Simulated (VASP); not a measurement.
# SrMg3 (Pm-3m) in VASP: a series of runs

Runs on SrMg3. Level: LDA. Tasks: single point.

Everything below comes from runs of VASP 6.6.1. Logs are shortened: lines on timing, memory, paths and dates and some standing lists are left out, and cuts for length are marked.

### 1 The cell of the first run

The structure is cubic, space group Pm-3m (No. 221). Conventional cell: a = 4.943 Å, b = 4.943 Å, c = 4.943 Å, α = 90.00°, β = 90.00°, γ = 90.00°. Sr (site symmetry m-3m) has 12 Mg at 3.49 Å within 4.6 Å. Within 4.6 Å of Mg (site symmetry 4/mmm) lie 4 Sr at 3.49 Å and 8 Mg at 3.49 Å.

### 2 Single point, LDA

Contents of INCAR:

```
SYSTEM = SrMg3
PREC = Accurate ; ENCUT = 520
EDIFF = 1E-6 ; ISMEAR = 1
SIGMA = 0.5 ; LREAL = .FALSE.
LASPH = .TRUE. ; NELM = 80
ALGO = Normal ; ISIF = 2
LWAVE = .FALSE. ; LCHARG = .FALSE.
NBANDS = 16
```

Contents of KPOINTS:

```
Automatic mesh
0
Gamma
  4 4 4
  0.5 0.5 0.5
```

Contents of POSCAR:

```
SrMg3
1.0
    4.9425260000      0.0000000000      0.0000000000
    0.0000000000      4.9425260000      0.0000000000
    0.0000000000      0.0000000000      4.9425260000
Sr Mg
1 3
Direct
    0.0000000000      0.0000000000      0.0000000000
    0.5000000000      0.5000000000      0.0000000000
    0.5000000000      0.0000000000      0.5000000000
    0.0000000000      0.5000000000      0.5000000000
```

Potentials or basis: VASP PAW LDA potentials, release 64 (Sr_sv, Mg).

Run with:

```bash
$ cat potpaw_LDA.64/Sr_sv/POTCAR potpaw_LDA.64/Mg/POTCAR > POTCAR
$ mpirun -np 1 vasp_std > vasp.out
```

OUTCAR:

```text
SYSTEM = SrMg3
   PREC = Accurate
   ENCUT = 520
   EDIFF = 1E-6
   ISMEAR = 1
   LREAL = .FALSE.
   LASPH = .TRUE.
   NELM = 80
   ISIF = 2

 ion  position               nearest neighbor table
   1  0.000  0.000  0.000-   2 3.49   3 3.49   4 3.49   3 3.49   4 3.49   2 3.49   4 3.49   4 3.49
                             2 3.49   3 3.49   3 3.49   2 3.49
   2  0.500  0.500  0.000-   1 3.49   3 3.49   4 3.49   3 3.49   4 3.49   1 3.49   3 3.49   3 3.49
                             1 3.49   4 3.49   4 3.49   1 3.49
   3  0.500  0.000  0.500-   1 3.49   2 3.49   4 3.49   1 3.49   2 3.49   2 3.49   4 3.49   2 3.49
                             1 3.49   4 3.49   1 3.49   4 3.49
   4  0.000  0.500  0.500-   1 3.49   2 3.49   3 3.49   1 3.49   2 3.49   1 3.49   3 3.49   1 3.49
                             2 3.49   3 3.49   2 3.49   3 3.49

  LATTYP: Found a simple cubic cell.
 ALAT       =     4.9425260000

  Lattice vectors:

 A1 = (   4.9425260000,   0.0000000000,   0.0000000000)
 A2 = (   0.0000000000,   4.9425260000,   0.0000000000)
 A3 = (   0.0000000000,   0.0000000000,   4.9425260000)

Analysis of symmetry for initial positions (statically):
=====================================================================
 Subroutine PRICEL returns:
 Original cell was already a primitive cell.

 Routine SETGRP: Setting up the symmetry group for a
 simple cubic supercell.

 Subroutine GETGRP returns: Found 48 space group operations
 (whereof 48 operations were pure point group operations)
 out of a pool of 48 trial point group operations.

The static configuration has the point symmetry O_h .

Analysis of symmetry for dynamics (positions and initial velocities):
=====================================================================
 Subroutine PRICEL returns:
 Original cell was already a primitive cell.

 Routine SETGRP: Setting up the symmetry group for a
 simple cubic supercell.

 Subroutine GETGRP returns: Found 48 space group operations
 (whereof 48 operations were pure point group operations)
 out of a pool of 48 trial point group operations.

The dynamic configuration has the point symmetry O_h .

 Subroutine INISYM returns: Found 48 space group operations
 (whereof 48 operations are pure point group operations),
 and found     1 'primitive' translations

----------------------------------------------------------------------------------------

                                     Primitive cell

  volume of cell :     120.7388

  direct lattice vectors                    reciprocal lattice vectors
     4.942526000  0.000000000  0.000000000     0.202325693  0.000000000  0.000000000
     0.000000000  4.942526000  0.000000000     0.000000000  0.202325693  0.000000000
     0.000000000  0.000000000  4.942526000     0.000000000  0.000000000  0.202325693

  length of vectors
     4.942526000  4.942526000  4.942526000     0.202325693  0.202325693  0.202325693

  position of ions in fractional coordinates (direct lattice)
     0.000000000  0.000000000  0.000000000
     0.500000000  0.500000000  0.000000000
     0.500000000  0.000000000  0.500000000
     0.000000000  0.500000000  0.500000000

  ion indices of the primitive-cell ions
   primitive index   ion index
                 1           1
                 2           2
                 3           3
                 4           4

----------------------------------------------------------------------------------------

 KPOINTS: Automatic mesh

Automatic generation of k-mesh.
 Grid dimensions read from file:
 generate k-points for:    4    4    4

 Generating k-lattice:

  Cartesian coordinates                     Fractional coordinates (reciprocal lattice)
     0.050581423  0.000000000  0.000000000     0.250000000  0.000000000  0.000000000
     0.000000000  0.050581423  0.000000000     0.000000000  0.250000000  0.000000000
     0.000000000  0.000000000  0.050581423     0.000000000  0.000000000  0.250000000

  Length of vectors
     0.050581423  0.050581423  0.050581423

  Shift w.r.t. Gamma in fractional coordinates (k-lattice)
     0.500000000  0.500000000  0.500000000

 Subroutine IBZKPT returns following result:
 ===========================================

 Found      4 irreducible k-points:

 Following reciprocal coordinates:
            Coordinates               Weight
  0.125000  0.125000  0.125000      8.000000
  0.375000  0.125000  0.125000     24.000000
  0.375000  0.375000  0.125000     24.000000
  0.375000  0.375000  0.375000      8.000000
   k-points           NKPTS =      4   k-points in BZ     NKDIM =      4   number of bands    NBANDS=     16
   number of dos      NEDOS =    301   number of ions     NIONS =      4
   total plane-waves  NPLWV =  64000
   dimension x,y,z NGX =    40 NGY =   40 NGZ =   40
   dimension x,y,z NGXF=    80 NGYF=   80 NGZF=   80
   ions per type =               1   3
   NGX,Y,Z   is equivalent  to a cutoff of  13.45, 13.45, 13.45 a.u.
   NGXF,Y,Z  is equivalent  to a cutoff of  26.91, 26.91, 26.91 a.u.
 SYSTEM =  SrMg3
   PREC   = accura    normal or accurate (medium, high low for compatibility)
   ISTART =      0    job   : 0-new  1-cont  2-samecut
   ICHARG =      2    charge: 1-file 2-atom 10-const
   ISPIN  =      1    spin polarized calculation?
   LNONCOLLINEAR =      F non collinear calculations
   LSORBIT =      F    spin-orbit coupling
   LASPH  =      T    aspherical Exc in radial PAW
   ENCUT  =  520.0 eV  38.22 Ry    6.18 a.u.   9.19  9.19  9.19*2*pi/ulx,y,z
   NELM   =     80;   NELMIN=  2; NELMDL= -5     # of ELM steps
   EDIFF  = 0.1E-05   stopping-criterion for ELM
   LREAL  =      F    real-space projection
   EDIFFG = 0.1E-04   stopping-criterion for IOM
   NSW    =      0    number of steps for IOM
   IBRION =     -1    ionic relax: 0-MD 1-quasi-New 2-CG
   NFREE  =      0    steps in history (QN), initial steepest desc. (CG)
   ISIF   =      2    stress and relaxation
   ISYM   =      2    0-nonsym 1-usesym 2-fastsym
   POTIM  = 0.5000    time-step for ionic-motion
   TEBEG  =    0.0;   TEEND  =   0.0 temperature during run
   PSTRESS=    0.0 pullay stress
   NELECT =      16.0000    total number of electrons
   NUPDOWN=      -1.0000    fix difference up-down
   EMIN   =  10.00;   EMAX   =-10.00  energy-range for DOS
   EFERMI =   0.00;   METHOD = LEGACY
   ISMEAR =     1;   SIGMA  =   0.50  broadening in eV -4-tet -1-fermi 0-gaus
   EFERMI_NEDOS =   21; number of points for ismear=-14 and -15
   IALGO  =     38    algorithm
   IMIX   =      4    mixing-type and parameters
     AMIX     =   0.40;   BMIX     =  1.00
     AMIX_MAG =   1.60;   BMIX_MAG =  1.00
  volume/ion in A,a.u.               =      30.18       203.70
  Fermi-wavevector in a.u.,A,eV,Ry     =   0.834640  1.577241  9.478144  0.696624
  Thomas-Fermi vector in A             =   1.948065
   LORBIT       =      0    0 simple, 1 ext, 2 COOP (PROOUT), +10 PAW based schemes
   GGA     = CA    functional components
   LHFCALC =     F    Hartree Fock is set to
   AEXX    =    0.0000 exact exchange contribution
   IVDW    =     0    specifies the selected vdW correction
   LEPSILON=     F    determine dielectric tensor
   LRPA    =     F    only Hartree local field effects (RPA)
 non-spin polarized calculation
 Methfessel and Paxton  Order N= 1 SIGMA  =   0.50
  energy-cutoff  :      520.00
  volume of cell :      120.74
 maximum number of plane-waves:      3262
 NGX is ok and might be reduce to    40
   NGX = 19   NGY = 19   NGZ = 19

 number of electron      16.0000001 magnetization

 Free energy of the ion-electron system (eV)
  ---------------------------------------------------
  ext. energy  EPLUGINS =         0.00000000
  ---------------------------------------------------
  free energy    TOTEN  =        -7.23664904 eV

  energy without entropy =       -7.22082691  energy(sigma->0) =       -7.23137500

 E-fermi :   1.7702     XC(G=0):  -8.3196

 val. band max:        1.6767015640   @ k =   0.3750   0.3750   0.3750
 cond. band min:       1.7807930333   @ k =   0.3750   0.1250   0.1250
 fundamental gap:      0.1040914693
 Fermi energy:         1.7701648114

 k-point     1 :       0.1250    0.1250    0.1250
  band No.  band energies     occupation
      1     -33.6252      2.00000
      2     -15.7805      2.00000
      3     -15.7797      2.00000
      4     -15.7797      2.00000
      5      -3.3861      2.00000
      6       0.7429      2.01336
[... 8 lines left out ...]
     15       6.4477     -0.00000
     16       6.4477     -0.00000

 k-point     2 :       0.3750    0.1250    0.1250
  band No.  band energies     occupation
      1     -33.6247      2.00000
      2     -15.8033      2.00000
      3     -15.7781      2.00000
      4     -15.7776      2.00000
      5      -2.5777      2.00000
      6      -1.0337      2.00000
[... 8 lines left out ...]
     15       5.4687     -0.00000
     16       6.6425     -0.00000

 k-point     3 :       0.3750    0.3750    0.1250
  band No.  band energies     occupation
      1     -33.6242      2.00000
      2     -15.8005      2.00000
      3     -15.8000      2.00000
      4     -15.7758      2.00000
      5      -1.8626      2.00000
      6      -0.4030      2.00000
[... 8 lines left out ...]
     15       6.3894     -0.00000
     16       6.5680     -0.00000

 k-point     4 :       0.3750    0.3750    0.3750
  band No.  band energies     occupation
      1     -33.6237      2.00000
      2     -15.7978      2.00000
      3     -15.7971      2.00000
      4     -15.7971      2.00000
      5      -1.2113      2.00000
      6      -0.0302      2.00000
[... 8 lines left out ...]
     15       7.3470     -0.00000
     16       7.3484     -0.00000

------------------------ aborting loop because EDIFF is reached ----------------------------------------

  FORCE on cell =-STRESS in cart. coord.  units (eV):
  Direction    XX          YY          ZZ          XY          YZ          ZX
  --------------------------------------------------------------------------------------
  -------------------------------------------------------------------------------------
  Total       -1.3572946     -1.3572946     -1.3572946      0.0000000     -0.0000000     -0.0000000
  in kB      -18.0109993    -18.0109993    -18.0109993      0.0000000     -0.0000000     -0.0000000
  external PRESSURE =     -18.0109993 kB  Pullay stress =       0.0000000 kB

 VOLUME and BASIS-vectors are now :
 -----------------------------------------------------------------------------
  energy-cutoff  :      520.00
  volume of cell :      120.74
      direct lattice vectors                 reciprocal lattice vectors
     4.942526000  0.000000000  0.000000000     0.202325693  0.000000000  0.000000000
     0.000000000  4.942526000  0.000000000     0.000000000  0.202325693  0.000000000
     0.000000000  0.000000000  4.942526000     0.000000000  0.000000000  0.202325693

 POSITION                                       TOTAL-FORCE (eV/Angst)
 -----------------------------------------------------------------------------------
      0.00000      0.00000      0.00000         0.000000      0.000000      0.000000
      2.47126      2.47126      0.00000         0.000000      0.000000      0.000000
      2.47126      0.00000      2.47126         0.000000      0.000000      0.000000
      0.00000      2.47126      2.47126         0.000000      0.000000      0.000000
 -----------------------------------------------------------------------------------
    total drift:                               -0.000000     -0.000000      0.000000

  FREE ENERGIE OF THE ION-ELECTRON SYSTEM (eV)
  ---------------------------------------------------
  free  energy   TOTEN  =        -7.2366490429 eV

  energy  without entropy=       -7.2208269069  energy(sigma->0) =       -7.23137500
```

Run time: 17 s. Hardware: 1 thread of AMD EPYC 7R13, shared host; peak memory 0.15 GiB.

What came out:

| Property | Result |
| --- | --- |
| Free energy | -7.2366 eV |
| Pressure | -1.8 GPa |
| Band gap on the k mesh | zero (bands 8 and 9 overlap by 0.10 eV) |

Caveat: so wide a smearing shifts energies and pressures.

### 3 Single point, LDA

Contents of INCAR:

```
SYSTEM = SrMg3
  PREC = Accurate
  ENCUT = 520
  EDIFF = 1E-7
  ISMEAR = 1
  SIGMA = 0.2
  LREAL = .False.
  LASPH = .True.
  NELM = 60
  ALGO = Normal
  ISIF = 2
  LWAVE = .False.
  LCHARG = .False.
  NBANDS = 16
```

KPOINTS is that of step 2.

POSCAR is that of step 2.

Potentials or basis: VASP PAW LDA potentials, release 64 (Sr_sv, Mg).

Run with:

```bash
$ cat potpaw_LDA.64/Sr_sv/POTCAR potpaw_LDA.64/Mg/POTCAR > POTCAR
$ mpirun -np 1 vasp_std > vasp.out
```

Wall time 16 s (1 thread of AMD EPYC 7R13, shared host); peak memory 0.16 GiB.

The run converged. Its results:

| Item | Value |
| --- | --- |
| Free energy | -7.2313 eV |
| Pressure | -1.8 GPa |
| Band gap on the k mesh | zero (bands 8 and 9 overlap by 0.10 eV) |

Levels at points of the mesh, in eV from the Fermi level:
```csv
k point,band 5,band 6,band 7,band 8,band 9,band 10,band 11,band 12
"(0.12, 0.12, 0.12)",-5.16,-1.02,-1.02,-0.30,1.23,1.23,2.40,2.40
```
